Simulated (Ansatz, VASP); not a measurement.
# BaTiO3 in VASP and in Ansatz

POSCAR

```
BaTiO3
1.0
    3.9723652526      0.0000000000      0.0000000000
    0.0000000000      3.8635224447      0.0000000000
    0.0000000000      0.0000000000      4.1122285626
Ba Ti O
1 1 3
Direct
    0.0000000000      0.0000000000     -0.0042443875
    0.5000000000      0.5000000000      0.4775007454
    0.5000000000      0.5000000000      0.0330780829
    0.5000000000      0.0000000000      0.5223765580
    0.0000000000      0.5000000000      0.5142890013
```

Contents of INCAR.step1:

```
ALGO = Normal
EDIFF = 1E-4
ENCUT = 520
GGA = PE
ISMEAR = 0
LASPH = T
LCHARG = F
LREAL = F
LWAVE = T
NBANDS = 28
NELM = 100
PREC = Accurate
SIGMA = 0.01
```

File INCAR.step2:

```
ALGO = Normal
EDIFF = 1E-6
ENCUT = 520
ISIF = 2
ISMEAR = 0
ISTART = 1
LASPH = T
LCHARG = F
LMIXTAU = T
LREAL = F
LWAVE = F
METAGGA = R2SCAN
NBANDS = 28
NELM = 100
PREC = Accurate
SIGMA = 0.01
```

KPOINTS

```
k-points
0
Gamma
  6 6 6
```

Input for Ansatz:

```yaml
crystal:
  lattice:
    - [3.9723652526, 0.0, 0.0]
    - [0.0, 3.8635224447, 0.0]
    - [0.0, 0.0, 4.1122285626]
  atoms:
    - { symbol: Ba, position: [0.0, 0.0, -0.0042443875] }
    - { symbol: Ti, position: [0.5, 0.5, 0.4775007454] }
    - { symbol: O, position: [0.5, 0.5, 0.0330780829] }
    - { symbol: O, position: [0.5, 0.0, 0.522376558] }
    - { symbol: O, position: [0.0, 0.5, 0.5142890013] }
kpoints:
  mp_grid: { grid: [6, 6, 6] }
  band_path:
    path:
      - [0.0, 0.0, 0.0]
      - [0.0, 0.5, 0.0]
      - [0.5, 0.5, 0.0]
      - [0.0, 0.0, 0.5]
      - [0.0, 0.5, 0.5]
      - [0.5, 0.5, 0.5]
      - [-0.5, -0.5, 0.494792]
    npoints: 1
hamiltonian:
  xc: r2scan
scf:
  occupations: { method: fixed }
  n_extra_bands: 5
output:
  forces: true
  stress: true
  eigenvalues: true
```

Change from the starting cell: uniaxial_y strain -2.7%.

Alike in both runs: task single point; functional r2SCAN; k mesh 6 × 6 × 6; no spin polarisation.

|  | VASP | Ansatz |
| --- | --- | --- |
| version | VASP 6.6.1 | Ansatz 0.2.0 |
| potentials or method | VASP PAW PBE potentials, release 64 (Ba_sv, Ti_sv, O) | plane waves, PAW |
| plane-wave cutoff (eV) | 520 | 500 |
| occupations | gaussian, width 0.01 eV | fixed |
| valence electrons in the cell | 40 | 40 |

|  | VASP | Ansatz | Ansatz less VASP |
| --- | --- | --- | --- |
| gap on the k mesh at the Fermi level (eV) | 2.27 | 2.28 | +0.019 |
| pressure (GPa) | 7.3 | 5.2 | -2.13 |
| traceless stress, the component that is largest in VASP (GPa) | 4.15 | 4.06 | -0.090 |
| rms of the force components (eV/Å) | 0.055 | 0.000 | -0.0553 |

VASP's potentials were made for PBE, not for r2SCAN. Atom by atom the forces differ by 0.055 eV/Å (rms over components).

Neither program's run includes spin-orbit coupling.
